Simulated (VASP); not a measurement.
**Al2Cu: single point with PBE**

Al2Cu:

```
CELL_PARAMETERS angstrom
-2.90510 2.90510 2.49010
2.90510 -2.90510 2.49010
2.90510 2.90510 -2.49010
ATOMIC_POSITIONS crystal
Al 0.15872 0.65872 0.81744
Al 0.65872 0.84128 0.50000
Al 0.84128 0.34128 0.18256
Al 0.34128 0.15872 0.50000
Cu 0.75000 0.75000 0.00000
Cu 0.25000 0.25000 0.00000
```

```
Program             : VASP 6.6.1
Task                : single point
Functional          : PBE
Potentials or basis : VASP PAW PBE potentials, release 64 (Al, Cu)
Cutoff              : 520 eV
k mesh              : 10 × 10 × 10
Occupations         : gaussian, width 0.15 eV
Spin                : no spin polarisation
```

```yaml
Pressure: 7.7 GPa
Largest_force: 0.166 eV/Å
Band_gap_on_the_k_mesh: zero (band 17 reaches 11.03 eV, above the bottom of band 18 at 7.13 eV)
```

Forces in eV/Å, atoms in the order of the input:
```
Al   0.117  0.117  0.000
Al  -0.117  0.117  0.000
Al  -0.117 -0.117  0.000
Al   0.117 -0.117  0.000
Cu   0.000  0.000  0.000
Cu   0.000  0.000  0.000
```

Stress tensor (GPa, compression positive):
```
10.51  0.00  0.00
 0.00 10.51  0.00
 0.00  0.00  2.21
```

Levels at points of the mesh, in eV from the Fermi level:
| k point | band 15 | band 16 | band 17 | band 18 | band 19 | band 20 |
| --- | --- | --- | --- | --- | --- | --- |
| (0.00, 0.00, 0.00) | -1.69 | -1.46 | -1.46 | -1.13 | -0.05 | -0.01 |
| (0.50, 0.00, 0.00) | -2.65 | -2.65 | 0.45 | 0.45 | 3.64 | 3.64 |
| (0.50, 0.50, 0.00) | -1.51 | -1.17 | -1.02 | -0.70 | 1.27 | 1.83 |
| (0.50, 0.50, 0.50) | -3.39 | -2.13 | 2.38 | 2.95 | 2.95 | 3.65 |

Wall time 3.2 min on 1 thread of Intel(R) Xeon(R) 6975P-C (Granite Rapids) (shared host), peak memory 0.33 GiB.
